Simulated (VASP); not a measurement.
# AlAu2 (I4/mmm) in VASP: further runs

AlAu2 is run at these levels: LDA; tasks: single point.

Everything below comes from runs of VASP 6.6.1. Logs are shortened: lines on timing, memory, paths and dates and some standing lists are left out, and cuts for length are marked.

**1. The cell of the first run**

It takes space group I4/mmm (No. 139, tetragonal). Conventional cell: a = 3.338 Å, b = 3.338 Å, c = 7.965 Å, α = 90.00°, β = 90.00°, γ = 90.00°. Al (site symmetry 4/mmm) has 10 Au at 2.67 to 2.73 Å and 4 Al at 3.34 Å within 3.5 Å. Within 3.4 Å of Au (site symmetry 4mm) lie 9 Au at 2.50 to 3.34 Å and 5 Al at 2.67 to 2.73 Å.

**2. Single point, LDA**

INCAR

```
PREC = Accurate
ENCUT = 520
EDIFF = 1E-6
ISMEAR = 0
SIGMA = 0.15
LREAL = F
LASPH = T
NELM = 100
ALGO = Fast
ISIF = 2
LWAVE = F
LCHARG = F
GGA = CA
NBANDS = 20
```

KPOINTS

```
regular mesh
0
Gamma
  16 16 16
```

POSCAR

```
AlAu2
1.0
   -1.6688500000      1.6688500000      3.9824500000
    1.6688500000     -1.6688500000      3.9824500000
    1.6688500000      1.6688500000     -3.9824500000
Al Au
1 2
Direct
    0.0000000000      0.0000000000      0.0000000000
    0.6570428093      0.6570428093      0.0000000000
    0.3429571907      0.3429571907      0.0000000000
```

Potentials or basis: VASP PAW LDA potentials, release 64 (Al, Au).

Started as:

```console
$ cat potpaw_LDA.64/Al/POTCAR potpaw_LDA.64/Au/POTCAR > POTCAR
$ mpirun -np 1 vasp_std > vasp.out
```

OUTCAR:

```text
PREC = Accurate
   ENCUT = 520
   EDIFF = 1E-6
   ISMEAR = 0
   LREAL = F
   LASPH = T
   NELM = 100
   ISIF = 2
   GGA = CA

 ion  position               nearest neighbor table
   1  0.000  0.000  0.000-   2 2.67   2 2.67   3 2.67   2 2.67   3 2.67   3 2.67   2 2.67   3 2.67
                             2 2.73   3 2.73
   2  0.657  0.657  0.000-   3 2.50   1 2.67   1 2.67   1 2.67   1 2.67   1 2.73   3 2.79   3 2.79
                             3 2.79   3 2.79
   3  0.343  0.343  0.000-   2 2.50   1 2.67   1 2.67   1 2.67   1 2.67   1 2.73   2 2.79   2 2.79
                             2 2.79   2 2.79

  LATTYP: Found a body centered tetragonal cell.
 ALAT       =     3.3377000000
 C/A-ratio  =     2.3863438895

  Lattice vectors:

 A1 = (  -1.6688500000,   1.6688500000,   3.9824500000)
 A2 = (   1.6688500000,  -1.6688500000,   3.9824500000)
 A3 = (   1.6688500000,   1.6688500000,  -3.9824500000)

Analysis of symmetry for initial positions (statically):
=====================================================================
 Subroutine PRICEL returns:
 Original cell was already a primitive cell.

 Routine SETGRP: Setting up the symmetry group for a
 body centered tetragonal supercell.

 Subroutine GETGRP returns: Found 16 space group operations
 (whereof 16 operations were pure point group operations)
 out of a pool of 16 trial point group operations.

The static configuration has the point symmetry D_4h.

Analysis of symmetry for dynamics (positions and initial velocities):
=====================================================================
 Subroutine PRICEL returns:
 Original cell was already a primitive cell.

 Routine SETGRP: Setting up the symmetry group for a
 body centered tetragonal supercell.

 Subroutine GETGRP returns: Found 16 space group operations
 (whereof 16 operations were pure point group operations)
 out of a pool of 16 trial point group operations.

The dynamic configuration has the point symmetry D_4h.

 Subroutine INISYM returns: Found 16 space group operations
 (whereof 16 operations are pure point group operations),
 and found     1 'primitive' translations

----------------------------------------------------------------------------------------

                                     Primitive cell

  volume of cell :      44.3655

  direct lattice vectors                    reciprocal lattice vectors
    -1.668850000  1.668850000  3.982450000     0.000000000  0.299607514  0.125550854
     1.668850000 -1.668850000  3.982450000     0.299607514  0.000000000  0.125550854
     1.668850000  1.668850000 -3.982450000     0.299607514  0.299607514  0.000000000

  length of vectors
     4.629257894  4.629257894  4.629257894     0.324850242  0.324850242  0.423709010

  position of ions in fractional coordinates (direct lattice)
     0.000000000  0.000000000  0.000000000
     0.657042809  0.657042809  0.000000000
     0.342957191  0.342957191  0.000000000

  ion indices of the primitive-cell ions
   primitive index   ion index
                 1           1
                 2           2
                 3           3

----------------------------------------------------------------------------------------

 KPOINTS: regular mesh

Automatic generation of k-mesh.
 Grid dimensions read from file:
 generate k-points for:   16   16   16

 Generating k-lattice:

  Cartesian coordinates                     Fractional coordinates (reciprocal lattice)
     0.000000000  0.018725470  0.007846928     0.062500000  0.000000000  0.000000000
     0.018725470  0.000000000  0.007846928     0.000000000  0.062500000  0.000000000
     0.018725470  0.018725470  0.000000000     0.000000000  0.000000000  0.062500000

  Length of vectors
     0.020303140  0.020303140  0.026481813

  Shift w.r.t. Gamma in fractional coordinates (k-lattice)
     0.000000000  0.000000000  0.000000000

 Subroutine IBZKPT returns following result:
 ===========================================

 Found    349 irreducible k-points:

 Following reciprocal coordinates:
            Coordinates               Weight
  0.000000  0.000000  0.000000      1.000000
  0.062500 -0.000000  0.000000      8.000000
  0.125000 -0.000000  0.000000      8.000000
  0.187500  0.000000  0.000000      8.000000
  0.250000 -0.000000  0.000000      8.000000
  0.312500 -0.000000  0.000000      8.000000
[... 16 lines left out ...]
 -0.125000  0.062500 -0.000000     16.000000
 -0.062500  0.062500  0.000000      4.000000
 [... further k-points ...]
   k-points           NKPTS =    349   k-points in BZ     NKDIM =    349   number of bands    NBANDS=     20
   number of dos      NEDOS =    301   number of ions     NIONS =      3
   total plane-waves  NPLWV =  46656
   dimension x,y,z NGX =    36 NGY =   36 NGZ =   36
   dimension x,y,z NGXF=    72 NGYF=   72 NGZF=   72
   ions per type =               1   2
   NGX,Y,Z   is equivalent  to a cutoff of  12.93, 12.93, 12.93 a.u.
   NGXF,Y,Z  is equivalent  to a cutoff of  25.86, 25.86, 25.86 a.u.
 SYSTEM =  unknown system
   PREC   = accura    normal or accurate (medium, high low for compatibility)
   ISTART =      0    job   : 0-new  1-cont  2-samecut
   ICHARG =      2    charge: 1-file 2-atom 10-const
   ISPIN  =      1    spin polarized calculation?
   LNONCOLLINEAR =      F non collinear calculations
   LSORBIT =      F    spin-orbit coupling
   LASPH  =      T    aspherical Exc in radial PAW
   ENCUT  =  520.0 eV  38.22 Ry    6.18 a.u.   8.61  8.61  8.61*2*pi/ulx,y,z
   NELM   =    100;   NELMIN=  2; NELMDL= -5     # of ELM steps
   EDIFF  = 0.1E-05   stopping-criterion for ELM
   LREAL  =      F    real-space projection
   EDIFFG = 0.1E-04   stopping-criterion for IOM
   NSW    =      0    number of steps for IOM
   IBRION =     -1    ionic relax: 0-MD 1-quasi-New 2-CG
   NFREE  =      0    steps in history (QN), initial steepest desc. (CG)
   ISIF   =      2    stress and relaxation
   ISYM   =      2    0-nonsym 1-usesym 2-fastsym
   POTIM  = 0.5000    time-step for ionic-motion
   TEBEG  =    0.0;   TEEND  =   0.0 temperature during run
   PSTRESS=    0.0 pullay stress
   NELECT =      25.0000    total number of electrons
   NUPDOWN=      -1.0000    fix difference up-down
   EMIN   =  10.00;   EMAX   =-10.00  energy-range for DOS
   EFERMI =   0.00;   METHOD = LEGACY
   ISMEAR =     0;   SIGMA  =   0.15  broadening in eV -4-tet -1-fermi 0-gaus
   EFERMI_NEDOS =   21; number of points for ismear=-14 and -15
   IALGO  =     68    algorithm
   IMIX   =      4    mixing-type and parameters
     AMIX     =   0.40;   BMIX     =  1.00
     AMIX_MAG =   1.60;   BMIX_MAG =  1.00
  volume/ion in A,a.u.               =      14.79        99.80
  Fermi-wavevector in a.u.,A,eV,Ry     =   1.352197  2.555281 24.877379  1.828436
  Thomas-Fermi vector in A             =   2.479555
   LORBIT       =      0    0 simple, 1 ext, 2 COOP (PROOUT), +10 PAW based schemes
   GGA     = CA    functional components
   LHFCALC =     F    Hartree Fock is set to
   AEXX    =    0.0000 exact exchange contribution
   IVDW    =     0    specifies the selected vdW correction
   LEPSILON=     F    determine dielectric tensor
   LRPA    =     F    only Hartree local field effects (RPA)
 non-spin polarized calculation
 RMM-DIIS sequential band-by-band and
 Gauss-broadening in eV      SIGMA  =   0.15
  energy-cutoff  :      520.00
  volume of cell :       44.37
 maximum number of plane-waves:      1215
   NGX = 17   NGY = 17   NGZ = 17

 number of electron      25.0000001 magnetization

 Free energy of the ion-electron system (eV)
  ---------------------------------------------------
  ext. energy  EPLUGINS =         0.00000000
  ---------------------------------------------------
  free energy    TOTEN  =       -13.88165944 eV

  energy without entropy =      -13.87411020  energy(sigma->0) =      -13.87788482

 E-fermi :  11.1281     XC(G=0): -12.7985

 val. band max:       11.1130065009   @ k =   0.4375   0.2500   0.0625
 cond. band min:      11.1378780551   @ k =   0.2500   0.1875   0.1875
 fundamental gap:      0.0248715542
 Fermi energy:        11.1281362565

 k-point     1 :       0.0000    0.0000    0.0000
  band No.  band energies     occupation
      1      -0.7456      2.00000
      2       4.0154      2.00000
      3       4.2088      2.00000
      4       4.8888      2.00000
      5       5.2382      2.00000
      6       5.3791      2.00000
[... 12 lines left out ...]
     19      18.5680      0.00000
     20      19.7546      0.00000

 k-point     2 :       0.0625   -0.0000    0.0000
  band No.  band energies     occupation
      1      -0.6720      2.00000
      2       4.0210      2.00000
      3       4.2253      2.00000
      4       4.8489      2.00000
      5       5.0404      2.00000
      6       5.2321      2.00000
[... 12 lines left out ...]
     19      19.1913      0.00000
     20      20.4894      0.00000

 k-point     3 :       0.1250   -0.0000    0.0000
  band No.  band energies     occupation
      1      -0.4535      2.00000
      2       4.0059      2.00000
      3       4.2916      2.00000
      4       4.6110      2.00000
      5       4.8082      2.00000
      6       5.1891      2.00000
[... 12 lines left out ...]
     19      20.4519      0.00000
     20      21.6297      0.00000

 k-point     4 :       0.1875    0.0000    0.0000
  band No.  band energies     occupation
      1      -0.0977      2.00000
      2       3.9267      2.00000
      3       4.2445      2.00000
      4       4.4269      2.00000
      5       4.6141      2.00000
      6       5.3417      2.00000
[... 429 lines left out ...]
 k-point    23 :      -0.1250    0.0625   -0.0000
  band No.  band energies     occupation
      1      -0.4285      2.00000
      2       4.1252      2.00000
      3       4.3351      2.00000
      4       4.5243      2.00000
      5       4.8475      2.00000
      6       5.0782      2.00000
[... 12 lines left out ...]
     19      20.4802      0.00000
     20      22.1587      0.00000

 k-point    24 :      -0.0625    0.0625    0.0000
  band No.  band energies     occupation
      1      -0.6224      2.00000
      2       4.0853      2.00000
      3       4.2514      2.00000
      4       4.7539      2.00000
      5       5.0141      2.00000
      6       5.1387      2.00000
[... 12 lines left out ...]
     19      19.2150      0.00000
     20      21.0821      0.00000

 [... further k-points ...]

------------------------ aborting loop because EDIFF is reached ----------------------------------------

  FORCE on cell =-STRESS in cart. coord.  units (eV):
  Direction    XX          YY          ZZ          XY          YZ          ZX
  --------------------------------------------------------------------------------------
  -------------------------------------------------------------------------------------
  Total        2.9694072      2.9694072      8.4548628      0.0000000     -0.0000000      0.0000000
  in kB      107.2347173    107.2347173    305.3319262      0.0000000     -0.0000000      0.0000000
  external PRESSURE =     173.2671202 kB  Pullay stress =       0.0000000 kB

 VOLUME and BASIS-vectors are now :
 -----------------------------------------------------------------------------
  energy-cutoff  :      520.00
  volume of cell :       44.37
      direct lattice vectors                 reciprocal lattice vectors
    -1.668850000  1.668850000  3.982450000     0.000000000  0.299607514  0.125550854
     1.668850000 -1.668850000  3.982450000     0.299607514  0.000000000  0.125550854
     1.668850000  1.668850000 -3.982450000     0.299607514  0.299607514  0.000000000

 POSITION                                       TOTAL-FORCE (eV/Angst)
 -----------------------------------------------------------------------------------
      0.00000      0.00000      0.00000        -0.000000     -0.000000     -0.000000
      0.00000      0.00000      5.23328        -0.000000     -0.000000      1.741741
      0.00000      0.00000      2.73162         0.000000      0.000000     -1.741741
 -----------------------------------------------------------------------------------
    total drift:                                0.000000      0.000000     -0.000000

  FREE ENERGIE OF THE ION-ELECTRON SYSTEM (eV)
  ---------------------------------------------------
  free  energy   TOTEN  =       -13.8816594396 eV

  energy  without entropy=      -13.8741101966  energy(sigma->0) =      -13.87788482
```

Run time: 14 min. Hardware: 1 thread of Intel Xeon 8259CL, shared host; peak memory 0.4 GiB.

Results:

```
Free energy            : -13.8817 eV
Pressure               : 17.3 GPa
Largest force          : 1.742 eV/Å
Band gap on the k mesh : zero (an odd number of electrons rules out a gap without spin polarisation)
```

Forces in eV/Å, atoms in the order of the input:
```
Al   0.000  0.000  0.000
Au   0.000  0.000  1.742
Au   0.000  0.000 -1.742
```

Caveat: the stress differs along the axes, from 11 to 31 GPa; spin-orbit coupling is left out, which moves the levels of the heavy elements; forces of over 1 eV/Å act on the atoms, so gaps and moduli don't describe the material at rest.

(Part 1 of 2 ends here.)

The gap in the log of VASP goes by the Fermi energy; the results here count the filled bands.